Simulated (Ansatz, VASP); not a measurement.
**One calculation of Cl, two programs**

File INCAR:

```
PREC     = Accurate       # precision mode
ENCUT    = 520            # plane-wave cutoff, eV
EDIFF    = 1E-8           # SCF threshold, eV
ISMEAR   = -1             # smearing method
SIGMA    = 0.02           # smearing width, eV
LREAL    = False          # projectors in reciprocal space
LASPH    = True           # aspherical terms in the spheres
NELM     = 60             # most SCF steps
ALGO     = Normal         # electronic algorithm
ISIF     = 2              # what is computed and relaxed
LWAVE    = False          # write WAVECAR
LCHARG   = False          # write CHGCAR
GGA      = PE             # functional
LEFG     = True         
NBANDS   = 22             # bands
```

File KPOINTS:

```
Automatic mesh
0
Gamma
  7 7 4
```

POSCAR

```
Cl
1.0
    3.1200000000     -2.2400000000      0.0000000000
    3.1200000000      2.2400000000      0.0000000000
    0.0000000000      0.0000000000      8.2600000000
Cl
4
Direct
    0.1300000000      0.8700000000      0.1000000000
    0.6300000000      0.3700000000      0.4000000000
    0.8700000000      0.1300000000      0.9000000000
    0.3700000000      0.6300000000      0.6000000000
```

Input for Ansatz:

```yaml
crystal:
  lattice:
    - [3.12, -2.24, 0.0]
    - [3.12, 2.24, 0.0]
    - [0.0, 0.0, 8.26]
  atoms:
    - { symbol: Cl, position: [0.13, 0.87, 0.1] }
    - { symbol: Cl, position: [0.63, 0.37, 0.4] }
    - { symbol: Cl, position: [0.87, 0.13, 0.9] }
    - { symbol: Cl, position: [0.37, 0.63, 0.6] }
kpoints:
  mp_grid: { grid: [7, 7, 4] }
  band_path:
    path:
      - [0.0, 0.0, 0.0]
      - [0.5, 0.5, 0.0]
      - [0.3788625904, 0.6211374096, 0.0]
      - [-0.3788625904, 0.3788625904, 0.0]
      - [0.0, 0.0, 0.0]
      - [0.0, 0.0, 0.5]
      - [-0.3788625904, 0.3788625904, 0.5]
      - [0.3788625904, 0.6211374096, 0.5]
      - [0.5, 0.5, 0.5]
    npoints: 8
scf:
  occupations: { method: fermi_dirac, width: 0.02 }
hamiltonian:
  xc: pbe
  pseudopotentials: { kind: all_electron, datasets: crystal }
output:
  forces: true
  stress: true
  eigenvalues: true
  efg: { contact_densities: true }
```

Alike in both runs: task electric field gradients; functional PBE; k mesh 7 × 7 × 4; occupations fermi-dirac, width 0.02 eV; no spin polarisation.

|  | VASP | Ansatz |
| --- | --- | --- |
| version | VASP 6.6.1 | Ansatz 0.2.0 |
| potentials or method | VASP PAW PBE potentials, release 64 (Cl), cutoff 520 eV | all-electron PAW with datasets made for the crystal, scalar-relativistic |

Ansatz gave:

* gap on the k mesh at the Fermi level (eV): 2.47
* pressure (GPa): 0.5
* traceless stress, the component that is largest in VASP (GPa): 0.84
* rms of the force components (eV/Å): 0.065
* size of Vzz on the site where it differs most (V/Å²): 546.9

Q: Estimate VASP's values.

A: gap on the k mesh at the Fermi level (eV): 2.51; pressure (GPa): 0.2; traceless stress, the component that is largest in VASP (GPa): 1.16; rms of the force components (eV/Å): 0.146; size of Vzz on the site where it differs most (V/Å²): 538.7.

Atom by atom the forces differ by 0.103 eV/Å (rms over components). Ansatz ran all-electron here, and VASP with PAW potentials.
